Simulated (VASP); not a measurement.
The system is ZnCdSe4S2.

```xyz
8
Lattice="0.0508 -0.0603 4.7786 7.0972 0.1576 0.0756 0.1576 7.1405 -0.0897" Properties=species:S:1:pos:R:3 pbc="T T T"
Zn    0.1324   -0.1300   -0.0827
Cd    3.7083    3.5082   -0.1302
Se    1.2050    4.8147    0.6047
Se    5.7145    2.1377    0.8417
Se    2.2519    1.3010    4.1275
Se    5.1970    6.1050    4.0948
S     0.0946    3.6734    4.2341
S     3.7708    7.4441    0.5138
```

```yaml
Program: VASP 6.6.1
Task: relaxation of cell and atoms
Functional: PBE
Potentials_or_basis: VASP PAW PBE potentials, release 64 (Zn, Cd, Se, S)
Cutoff: 500 eV
k_mesh: 4 × 2 × 2
Occupations: gaussian, width 0.1 eV
Spin: no spin polarisation
```

At the start: pressure 2.4 GPa; volume 30.25 Å³/atom.

Where does the relaxation end?

Over 28 steps the energy falls by 163.8 meV/atom and the volume is 29.60 Å³/atom (-2.1 %); space group P1 (No. 1, to 0.1 Å) before and after.

The path:
```tsv
step	energy change (eV)	largest force (eV/Å)	pressure (GPa)	volume (Å³)
1	0.0000	5.6346	2.42	241.98
2	-0.2493	1.9244	-3.65	257.85
3	-0.7322	1.4011	-1.74	248.97
4	-0.7341	1.3957	-1.65	248.71
5	-1.0289	0.8661	-0.49	240.38
6	-1.0739	0.8620	0.44	236.03
7	-1.1672	0.6501	0.37	236.23
8	-1.2147	0.8252	0.39	236.48
9	-1.2500	0.3718	-0.66	239.63
10	-1.2548	0.2088	-0.41	238.80
11	-1.2759	0.1922	-0.02	236.65
12	-1.2800	0.2743	0.27	235.22
13	-1.2903	0.1502	-0.01	236.05
14	-1.2903	0.1496	-0.01	236.08
15	-1.3001	0.1271	-0.05	236.50
16	-1.3021	0.1498	-0.06	236.79
17	-1.3053	0.1165	0.08	236.34
18	-1.3053	0.1336	0.11	236.26
19	-1.3079	0.0660	-0.03	236.78
20	-1.3082	0.0759	-0.10	237.03
21	-1.3092	0.0582	0.05	236.47
22	-1.3092	0.0478	0.03	236.53
23	-1.3098	0.0345	0.03	236.60
24	-1.3101	0.0344	0.01	236.69
25	-1.3103	0.0261	-0.03	236.87
26	-1.3104	0.0406	-0.06	237.01
27	-1.3105	0.0329	-0.04	236.94
28	-1.3107	0.0220	-0.01	236.84
```

Final structure:
```yaml
crystal:
  lattice:
    - [0.11970, 0.01152, 4.78497]
    - [7.04609, 0.00180, 0.18363]
    - [-0.00515, 7.02931, 0.02696]
  atoms:
    - { symbol: Zn, position: [0.00085, 0.99866, 0.99755] }
    - { symbol: Cd, position: [0.99952, 0.50228, 0.50186] }
    - { symbol: Se, position: [0.14510, 0.16915, 0.69221] }
    - { symbol: Se, position: [0.14905, 0.82029, 0.30524] }
    - { symbol: Se, position: [0.86174, 0.31052, 0.17789] }
    - { symbol: Se, position: [0.84407, 0.69720, 0.82833] }
    - { symbol: S, position: [0.87750, 0.00478, 0.49793] }
    - { symbol: S, position: [0.12217, 0.49711, 0.99900] }
```

Caveat: the k points lie up to 0.45 Å⁻¹ apart in the final cell.
